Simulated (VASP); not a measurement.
# TePb (P6_3/mmc) in VASP: notebook

Aim: see how the results for TePb move with the level of theory and the settings. Levels: PBEsol, LDA. Tasks: relaxation of cell and atoms.

All numbers are computed with VASP 6.6.1; they aren't measurements. Logs are shortened: lines on timing, memory, paths and dates and some standing lists are left out, and cuts for length are marked.

## 1. The cell of the first run

Symmetry: P6_3/mmc, No. 194, hexagonal system. The conventional cell has a = 5.528 Å, b = 5.528 Å, c = 6.618 Å, α = 90.00°, β = 90.00°, γ = 120.00°. Within 4.2 Å of Pb (site symmetry -6m2) lie 5 Te at 3.19 to 3.31 Å. Within 4.2 Å of Te (site symmetry -6m2) lie 5 Pb at 3.19 to 3.31 Å.

## 2. Relaxation of cell and atoms, PBEsol

Contents of INCAR:

```
SYSTEM = TePb
PREC = Accurate
ENCUT = 600
EDIFF = 1E-6
ISMEAR = -1
SIGMA = 0.02
LREAL = .False.
LASPH = .True.
NELM = 100
ALGO = Normal
ISIF = 3
LWAVE = .False.
LCHARG = .False.
GGA = PS
IBRION = 2
NSW = 80
EDIFFG = -0.005
```

Contents of KPOINTS:

```
regular mesh
0
Gamma
  6 6 4
  0 0 0
```

Contents of POSCAR:

```
TePb
1.0
    5.5276144130      0.0000000000      0.0000000000
   -2.7638072065      4.7870545040      0.0000000000
    0.0000000000      0.0000000000      6.6181666406
Pb Te
2 2
Direct
    0.3333333333      0.6666666667      0.2500000000
    0.6666666667      0.3333333333      0.7500000000
    0.6666666667      0.3333333333      0.2500000000
    0.3333333333      0.6666666667      0.7500000000
```

Potentials or basis: VASP PAW PBE potentials, release 64 (Pb_d, Te).

Command:

```bash
> cat potpaw_PBE.64/Pb_d/POTCAR potpaw_PBE.64/Te/POTCAR > POTCAR
> mpirun -np 1 vasp_std > vasp.out
```

OUTCAR:

```text
SYSTEM = TePb
   PREC = Accurate
   ENCUT = 600
   EDIFF = 1E-6
   ISMEAR = -1
   LREAL = .False.
   LASPH = .True.
   NELM = 100
   ISIF = 3
   GGA = PS
   IBRION = 2
   NSW = 80
   EDIFFG = -0.005

 ion  position               nearest neighbor table
   1  0.333  0.667  0.250-   3 3.19   3 3.19   3 3.19   4 3.31   4 3.31
   2  0.667  0.333  0.750-   4 3.19   4 3.19   4 3.19   3 3.31   3 3.31
   3  0.667  0.333  0.250-   1 3.19   1 3.19   1 3.19   2 3.31   2 3.31
   4  0.333  0.667  0.750-   2 3.19   2 3.19   2 3.19   1 3.31   1 3.31

  LATTYP: Found a hexagonal cell.
 ALAT       =     5.5276144130
 C/A-ratio  =     1.1972916608

  Lattice vectors:

 A1 = (   5.5276144130,   0.0000000000,   0.0000000000)
 A2 = (  -2.7638072065,   4.7870545040,   0.0000000000)
 A3 = (   0.0000000000,   0.0000000000,   6.6181666406)

Analysis of symmetry for initial positions (statically):
=====================================================================
 Subroutine PRICEL returns:
 Original cell was already a primitive cell.

 Routine SETGRP: Setting up the symmetry group for a
 hexagonal supercell.

 Subroutine GETGRP returns: Found 24 space group operations
 (whereof 12 operations were pure point group operations)
 out of a pool of 24 trial point group operations.

The static configuration has the point symmetry D_3d.
 The point group associated with its full space group is D_6h.

Analysis of symmetry for dynamics (positions and initial velocities):
=====================================================================
 Subroutine PRICEL returns:
 Original cell was already a primitive cell.

 Routine SETGRP: Setting up the symmetry group for a
 hexagonal supercell.

 Subroutine GETGRP returns: Found 24 space group operations
 (whereof 12 operations were pure point group operations)
 out of a pool of 24 trial point group operations.

The dynamic configuration has the point symmetry D_3d.
 The point group associated with its full space group is D_6h.

 Subroutine INISYM returns: Found 24 space group operations
 (whereof 12 operations are pure point group operations),
 and found     1 'primitive' translations

----------------------------------------------------------------------------------------

                                     Primitive cell

  volume of cell :     175.1233

  direct lattice vectors                    reciprocal lattice vectors
     5.527614413  0.000000000  0.000000000     0.180909869  0.104448362  0.000000000
    -2.763807207  4.787054504  0.000000000     0.000000000  0.208896723  0.000000000
     0.000000000  0.000000000  6.618166641     0.000000000  0.000000000  0.151099248

  length of vectors
     5.527614413  5.527614413  6.618166641     0.208896723  0.208896723  0.151099248

  position of ions in fractional coordinates (direct lattice)
     0.333333333  0.666666667  0.250000000
     0.666666667  0.333333333  0.750000000
     0.666666667  0.333333333  0.250000000
     0.333333333  0.666666667  0.750000000

  ion indices of the primitive-cell ions
   primitive index   ion index
                 1           1
                 2           2
                 3           3
                 4           4

----------------------------------------------------------------------------------------

 KPOINTS: regular mesh

Automatic generation of k-mesh.
 Grid dimensions read from file:
 generate k-points for:    6    6    4

 Generating k-lattice:

  Cartesian coordinates                     Fractional coordinates (reciprocal lattice)
     0.030151645  0.017408060  0.000000000     0.166666667 -0.000000000  0.000000000
     0.000000000  0.034816121  0.000000000     0.000000000  0.166666667  0.000000000
     0.000000000  0.000000000  0.037774812     0.000000000  0.000000000  0.250000000

  Length of vectors
     0.034816121  0.034816121  0.037774812

  Shift w.r.t. Gamma in fractional coordinates (k-lattice)
     0.000000000  0.000000000  0.000000000

 Subroutine IBZKPT returns following result:
 ===========================================

 Found     21 irreducible k-points:

 Following reciprocal coordinates:
            Coordinates               Weight
  0.000000  0.000000  0.000000      1.000000
  0.166667  0.000000  0.000000      6.000000
  0.333333  0.000000  0.000000      6.000000
  0.500000  0.000000  0.000000      3.000000
  0.166667  0.166667  0.000000      6.000000
  0.333333  0.166667  0.000000     12.000000
[... 13 lines left out ...]
  0.333333  0.166667  0.500000     12.000000
  0.333333  0.333333  0.500000      2.000000
   k-points           NKPTS =     21   k-points in BZ     NKDIM =     21   number of bands    NBANDS=     24
   number of dos      NEDOS =    301   number of ions     NIONS =      4
   total plane-waves  NPLWV = 124416
   dimension x,y,z NGX =    48 NGY =   48 NGZ =   54
   dimension x,y,z NGXF=    96 NGYF=   96 NGZF=  108
   ions per type =               2   2
   NGX,Y,Z   is equivalent  to a cutoff of  14.44, 14.44, 13.56 a.u.
   NGXF,Y,Z  is equivalent  to a cutoff of  28.87, 28.87, 27.13 a.u.
 SYSTEM =  TePb
   PREC   = accura    normal or accurate (medium, high low for compatibility)
   ISTART =      0    job   : 0-new  1-cont  2-samecut
   ICHARG =      2    charge: 1-file 2-atom 10-const
   ISPIN  =      1    spin polarized calculation?
   LNONCOLLINEAR =      F non collinear calculations
   LSORBIT =      F    spin-orbit coupling
   LASPH  =      T    aspherical Exc in radial PAW
   ENCUT  =  600.0 eV  44.10 Ry    6.64 a.u.  11.04 11.04 13.22*2*pi/ulx,y,z
   NELM   =    100;   NELMIN=  2; NELMDL= -5     # of ELM steps
   EDIFF  = 0.1E-05   stopping-criterion for ELM
   LREAL  =      F    real-space projection
   EDIFFG = -.5E-02   stopping-criterion for IOM
   NSW    =     80    number of steps for IOM
   IBRION =      2    ionic relax: 0-MD 1-quasi-New 2-CG
   NFREE  =      1    steps in history (QN), initial steepest desc. (CG)
   ISIF   =      3    stress and relaxation
   ISYM   =      2    0-nonsym 1-usesym 2-fastsym
   POTIM  = 0.5000    time-step for ionic-motion
   TEBEG  =    0.0;   TEEND  =   0.0 temperature during run
   PSTRESS=    0.0 pullay stress
   NELECT =      40.0000    total number of electrons
   NUPDOWN=      -1.0000    fix difference up-down
   EMIN   =  10.00;   EMAX   =-10.00  energy-range for DOS
   EFERMI =   0.00;   METHOD = LEGACY
   ISMEAR =    -1;   SIGMA  =   0.02  broadening in eV -4-tet -1-fermi 0-gaus
   EFERMI_NEDOS =   21; number of points for ismear=-14 and -15
   IALGO  =     38    algorithm
   IMIX   =      4    mixing-type and parameters
     AMIX     =   0.40;   BMIX     =  1.00
     AMIX_MAG =   1.60;   BMIX_MAG =  1.00
  volume/ion in A,a.u.               =      43.78       295.45
  Fermi-wavevector in a.u.,A,eV,Ry     =   1.000722  1.891091 13.625487  1.001445
  Thomas-Fermi vector in A             =   2.133097
   LORBIT       =      0    0 simple, 1 ext, 2 COOP (PROOUT), +10 PAW based schemes
   GGA     = PS    functional components
   LHFCALC =     F    Hartree Fock is set to
   AEXX    =    0.0000 exact exchange contribution
   IVDW    =     0    specifies the selected vdW correction
   LEPSILON=     F    determine dielectric tensor
   LRPA    =     F    only Hartree local field effects (RPA)
 conjugate gradient relaxation of ions
 non-spin polarized calculation
  energy-cutoff  :      600.00
  volume of cell :      175.12
 maximum number of plane-waves:      5871
 NGX is ok and might be reduce to    48
   NGX = 23   NGY = 23   NGZ = 27

--------------------------------------- Ionic step        1  -------------------------------------------

 number of electron      40.0000000 magnetization

 Free energy of the ion-electron system (eV)
  ---------------------------------------------------
  ext. energy  EPLUGINS =         0.00000000
  ---------------------------------------------------
  free energy    TOTEN  =       -15.91527375 eV

  energy without entropy =      -15.91527375  energy(sigma->0) =      -15.91527375

------------------------ aborting loop because EDIFF is reached ----------------------------------------

  FORCE on cell =-STRESS in cart. coord.  units (eV):
  Direction    XX          YY          ZZ          XY          YZ          ZX
  --------------------------------------------------------------------------------------
  -------------------------------------------------------------------------------------
  Total       -1.6486013     -1.6486013     -1.9458631      0.0000000      0.0000000      0.0000000
  in kB      -15.0828149    -15.0828149    -17.8024204      0.0000000      0.0000000      0.0000000
  external PRESSURE =     -15.9893501 kB  Pullay stress =       0.0000000 kB
[... 95 lines left out ...]
  FREE ENERGIE OF THE ION-ELECTRON SYSTEM (eV)
  ---------------------------------------------------
  free  energy   TOTEN  =       -15.9632683505 eV

  energy  without entropy=      -15.9632683505  energy(sigma->0) =      -15.96326835

[... ionic steps 4 to 14 ...]

--------------------------------------- Ionic step       15  -------------------------------------------

 number of electron      40.0000004 magnetization

------------------------ aborting loop because EDIFF is reached ----------------------------------------

  FORCE on cell =-STRESS in cart. coord.  units (eV):
  Direction    XX          YY          ZZ          XY          YZ          ZX
  --------------------------------------------------------------------------------------
  -------------------------------------------------------------------------------------
  Total        0.0070914      0.0070914     -0.0367133      0.0000000      0.0000000      0.0000000
  in kB        0.0684293      0.0684293     -0.3542676      0.0000000      0.0000000      0.0000000
  external PRESSURE =      -0.0724697 kB  Pullay stress =       0.0000000 kB
[... 61 lines left out ...]
  energy  without entropy=      -15.9633005379  energy(sigma->0) =      -15.96330054

--------------------------------------- Ionic step       17  -------------------------------------------

 number of electron      40.0000004 magnetization

 Free energy of the ion-electron system (eV)
  ---------------------------------------------------
  ext. energy  EPLUGINS =         0.00000000
  ---------------------------------------------------
  free energy    TOTEN  =       -15.96330666 eV

  energy without entropy =      -15.96330666  energy(sigma->0) =      -15.96330666

 E-fermi :   4.1700     XC(G=0):  -8.2708

 val. band max:        3.7571705128   @ k =   0.3333   0.3333   0.5000
 cond. band min:       4.7858038015   @ k =   0.3333   0.3333   0.5000
 fundamental gap:      1.0286332888
 Fermi energy:         4.1699803242

 k-point     1 :       0.0000    0.0000    0.0000
  band No.  band energies     occupation
      1     -13.0631      2.00000
      2     -13.0219      2.00000
      3     -13.0219      2.00000
      4     -13.0211      2.00000
      5     -13.0211      2.00000
      6     -13.0083      2.00000
[... 587 lines left out ...]
  FREE ENERGIE OF THE ION-ELECTRON SYSTEM (eV)
  ---------------------------------------------------
  free  energy   TOTEN  =       -15.9633066596 eV

  energy  without entropy=      -15.9633066596  energy(sigma->0) =      -15.96330666

 reached required accuracy - stopping structural energy minimisation
```

It took 14 min on 1 thread of Intel Xeon 8259CL, shared host; peak memory 0.42 GiB.

Results:

| Item | Value |
| --- | --- |
| Free energy | -15.9633 eV |
| Relaxed volume | 41.50 Å³/atom |
| Relaxed cell | a = 5.434 Å, b = 5.434 Å, c = 6.493 Å, α = 90.00°, β = 90.00°, γ = 120.00° |
| Space group after relaxing (to 0.1 Å) | P6_3/mmc (No. 194) |
| Energy gained by relaxing | 12.0 meV/atom |
| Ionic steps | 17 |
| Pressure after relaxing | 0.0 GPa |
| Band gap on the k mesh | 1.03 eV |

The path:
| step | energy change (eV) | largest force (eV/Å) | pressure (GPa) | volume (Å³) |
| --- | --- | --- | --- | --- |
| 1 | 0.0000 | 0.0000 | -1.60 | 175.12 |
| 2 | -0.0460 | 0.0000 | 0.36 | 164.28 |
| 3 | -0.0480 | 0.0000 | 0.00 | 166.00 |
| 4 | -0.0480 | 0.0000 | -0.01 | 166.18 |
| 5 | -0.0480 | 0.0000 | -0.04 | 166.15 |
| 6 | -0.0480 | 0.0000 | -0.03 | 166.15 |
| 7 | -0.0480 | 0.0000 | -0.03 | 166.16 |
| 8 | -0.0480 | 0.0000 | -0.03 | 166.15 |
| 9 | -0.0480 | 0.0000 | -0.04 | 166.15 |
| 10 | -0.0480 | 0.0000 | 0.01 | 165.93 |
| 11 | -0.0480 | 0.0000 | -0.01 | 166.05 |
| 12 | -0.0480 | 0.0000 | -0.01 | 166.04 |
| 13 | -0.0480 | 0.0000 | -0.01 | 165.99 |
| 14 | -0.0480 | 0.0000 | 0.00 | 166.02 |
| 15 | -0.0480 | 0.0000 | -0.01 | 166.04 |
| 16 | -0.0480 | 0.0000 | 0.00 | 166.04 |
| 17 | -0.0480 | 0.0000 | 0.00 | 166.01 |

Final structure:
```
Pb Te
1.0
     5.43372    0.00000    0.00000
    -2.71686    4.70574    0.00000
     0.00000    0.00000    6.49263
Pb Te
2 2
Direct
  0.33333 0.66667 0.25000
  0.66667 0.33333 0.75000
  0.66667 0.33333 0.25000
  0.33333 0.66667 0.75000
```

Levels at points of the mesh, in eV from the valence-band top:
```
           k point  band 16  band 17  band 18  band 19  band 20  band 21  band 22  band 23  band 24
(0.00, 0.00, 0.00)    -2.84    -2.84    -1.50    -1.47    -1.47     1.19     1.19     2.86     2.86
(0.50, 0.00, 0.00)    -3.47    -2.65    -2.10    -1.91    -0.45     2.32     3.43     3.51     3.98
(0.00, 0.00, 0.50)    -2.21    -2.21    -2.21    -1.28    -1.28     1.70     1.70     1.70     1.70
(0.50, 0.00, 0.50)    -2.79    -1.52    -1.52    -0.65    -0.65     1.18     1.18     2.74     2.74
```

Caveat: the PAW data sets were made with another functional, which shifts forces and pressure a little; spin-orbit coupling is left out, which moves the levels of the heavy elements.

## 3. Relaxation of cell and atoms, LDA

Contents of INCAR:

```
PREC     = Accurate       # precision mode
ENCUT    = 600            # plane-wave cutoff, eV
EDIFF    = 1E-6           # SCF threshold, eV
ISMEAR   = -1             # smearing method
SIGMA    = 0.02           # smearing width, eV
LREAL    = F              # projectors in reciprocal space
LASPH    = T              # aspherical terms in the spheres
NELM     = 100            # most SCF steps
ALGO     = Normal         # electronic algorithm
ISIF     = 3              # what is computed and relaxed
LWAVE    = F              # write WAVECAR
LCHARG   = F              # write CHGCAR
GGA      = CA             # functional
IBRION   = 2              # ionic algorithm
NSW      = 80             # ionic steps
EDIFFG   = -0.005         # ionic threshold
```

Contents of KPOINTS:

```
regular mesh
0
Gamma
  6 6 4
```

POSCAR is that of step 2.

Potentials or basis: VASP PAW LDA potentials, release 64 (Pb_d, Te).

Command:

```bash
> cat potpaw_LDA.64/Pb_d/POTCAR potpaw_LDA.64/Te/POTCAR > POTCAR
> mpirun -np 1 vasp_std > vasp.out
```

OUTCAR:

```text
PREC = Accurate
   ENCUT = 600
   EDIFF = 1E-6
   ISMEAR = -1
   LREAL = F
   LASPH = T
   NELM = 100
   ISIF = 3
   GGA = CA
   IBRION = 2
   NSW = 80
   EDIFFG = -0.005

 ion  position               nearest neighbor table
   1  0.333  0.667  0.250-   3 3.19   3 3.19   3 3.19   4 3.31   4 3.31
   2  0.667  0.333  0.750-   4 3.19   4 3.19   4 3.19   3 3.31   3 3.31
   3  0.667  0.333  0.250-   1 3.19   1 3.19   1 3.19   2 3.31   2 3.31
   4  0.333  0.667  0.750-   2 3.19   2 3.19   2 3.19   1 3.31   1 3.31

  LATTYP: Found a hexagonal cell.
 ALAT       =     5.5276144130
 C/A-ratio  =     1.1972916608

  Lattice vectors:

[... 185 lines left out ...]
  FORCE on cell =-STRESS in cart. coord.  units (eV):
  Direction    XX          YY          ZZ          XY          YZ          ZX
  --------------------------------------------------------------------------------------
  -------------------------------------------------------------------------------------
  Total       -2.6679903     -2.6679903     -2.9596415      0.0000000      0.0000000      0.0000000
  in kB      -24.4090577    -24.4090577    -27.0773324      0.0000000      0.0000000      0.0000000
  external PRESSURE =     -25.2984826 kB  Pullay stress =       0.0000000 kB
[... 215 lines left out ...]
--------------------------------------- Ionic step        7  -------------------------------------------

 number of electron      39.9999998 magnetization

 Free energy of the ion-electron system (eV)
  ---------------------------------------------------
  ext. energy  EPLUGINS =         0.00000000
  ---------------------------------------------------
  free energy    TOTEN  =       -16.90982532 eV

  energy without entropy =      -16.90982532  energy(sigma->0) =      -16.90982532

 E-fermi :   4.4650     XC(G=0):  -8.5679

 val. band max:        4.0134438627   @ k =   0.3333   0.3333   0.5000
 cond. band min:       4.9550561991   @ k =   0.3333   0.3333   0.5000
 fundamental gap:      0.9416123364
 Fermi energy:         4.4650061097

 k-point     1 :       0.0000    0.0000    0.0000
  band No.  band energies     occupation
      1     -12.8994      2.00000
      2     -12.8481      2.00000
      3     -12.8481      2.00000
      4     -12.8472      2.00000
      5     -12.8472      2.00000
      6     -12.8355      2.00000
[... 587 lines left out ...]
  FREE ENERGIE OF THE ION-ELECTRON SYSTEM (eV)
  ---------------------------------------------------
  free  energy   TOTEN  =       -16.9098253185 eV

  energy  without entropy=      -16.9098253185  energy(sigma->0) =      -16.90982532

 reached required accuracy - stopping structural energy minimisation
```

CONTCAR:

```text
TePb
   1.00000000000000
     5.3775660796009683    0.0000000000000000    0.0000000000000000
    -2.6887830398004842    4.6571088354795425    0.0000000000000000
    -0.0000000000000000    0.0000000000000000    6.4318875440517607
  Pb              Te
     2     2
Direct
     0.3333333332999970    0.6666666667000030    0.2500000000000000
     0.6666666667000030    0.3333333332999970    0.7500000000000000
     0.6666666667000030    0.3333333332999970    0.2500000000000000
     0.3333333332999970    0.6666666667000030    0.7500000000000000

  0.00000000E+00  0.00000000E+00  0.00000000E+00
  0.00000000E+00  0.00000000E+00  0.00000000E+00
  0.00000000E+00  0.00000000E+00  0.00000000E+00
  0.00000000E+00  0.00000000E+00  0.00000000E+00
```

Run time: 8.3 min. Hardware: 1 thread of Intel Xeon 8259CL, shared host; peak memory 0.34 GiB.

What came out:

```yaml
Free_energy: -16.9098 eV
Relaxed_volume: 40.27 Å³/atom
Relaxed_cell: a = 5.378 Å, b = 5.378 Å, c = 6.432 Å, α = 90.00°, β = 90.00°, γ = 120.00°
Space_group_after_relaxing_to_0.1_Å: P6_3/mmc (No. 194)
Energy_gained_by_relaxing: 29.7 meV/atom
Ionic_steps: 7
Pressure_after_relaxing: 0.0 GPa
Band_gap_on_the_k_mesh: 0.94 eV
```

Step by step:
| step | energy change (eV) | largest force (eV/Å) | pressure (GPa) | volume (Å³) |
| --- | --- | --- | --- | --- |
| 1 | 0.0000 | 0.0000 | -2.53 | 175.12 |
| 2 | -0.1120 | 0.0000 | 0.71 | 158.18 |
| 3 | -0.1186 | 0.0000 | 0.01 | 161.16 |
| 4 | -0.1186 | 0.0000 | -0.06 | 161.43 |
| 5 | -0.1187 | 0.0000 | -0.06 | 161.38 |
| 6 | -0.1187 | 0.0000 | -0.06 | 161.39 |
| 7 | -0.1187 | 0.0000 | 0.02 | 161.08 |

Final structure:
```
Pb Te
1.0
     5.37757    0.00000    0.00000
    -2.68878    4.65711    0.00000
     0.00000    0.00000    6.43189
Pb Te
2 2
Direct
  0.33333 0.66667 0.25000
  0.66667 0.33333 0.75000
  0.66667 0.33333 0.25000
  0.33333 0.66667 0.75000
```

Caveat: spin-orbit coupling is left out, which moves the levels of the heavy elements. A k mesh can miss the band edges.
